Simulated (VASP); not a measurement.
Write the native input for VASP 6.6.1 that does the following.

- Task: single point
- Functional: PBE
- Potentials or basis: VASP PAW PBE potentials, release 64 (Ge_d)
- Cutoff: 520 eV
- k mesh: 10 × 10 × 10
- Occupations: fermi-dirac, width 0.05 eV
- Spin: no spin polarisation
- Dipole correction: no
- Further INCAR settings: ALGO = Normal; EDIFF = 1e-06; NBANDS = 13

The structure of Ge lies in POSCAR:

```
Ge
1.0
    2.7461381693      0.0000000000      0.0000000000
    0.0000000000      2.7461381693      0.0000000000
    0.0000000000      0.0000000000      2.7461381693
Ge
1
Direct
    0.0000000000      0.0000000000      0.0000000000
```

One way to write it, as run:

INCAR

```
SYSTEM = Ge
ALGO = Normal
EDIFF = 1E-6
ENCUT = 520
GGA = PE
ISIF = 2
ISMEAR = -1
LASPH = .True.
LCHARG = .False.
LREAL = .False.
LWAVE = .False.
NBANDS = 13
NELM = 80
PREC = Accurate
SIGMA = 0.05
```

KPOINTS

```
k-points
0
Gamma
  10 10 10
  0 0 0
```

Potentials or basis: VASP PAW PBE potentials, release 64 (Ge_d).

The run is started by

```sh
$ cat potpaw_PBE.64/Ge_d/POTCAR > POTCAR
$ mpirun -np 1 vasp_std > vasp.out
```

It gave:

| Quantity | Value |
| --- | --- |
| Pressure | -3.0 GPa |
| Band gap on the k mesh | zero (band 7 reaches 11.90 eV, above the bottom of band 8 at 3.12 eV) |

Wall time 3.8 s on 1 thread of Intel(R) Xeon(R) 6975P-C (Granite Rapids), with other jobs on the host, peak memory 0.13 GiB.
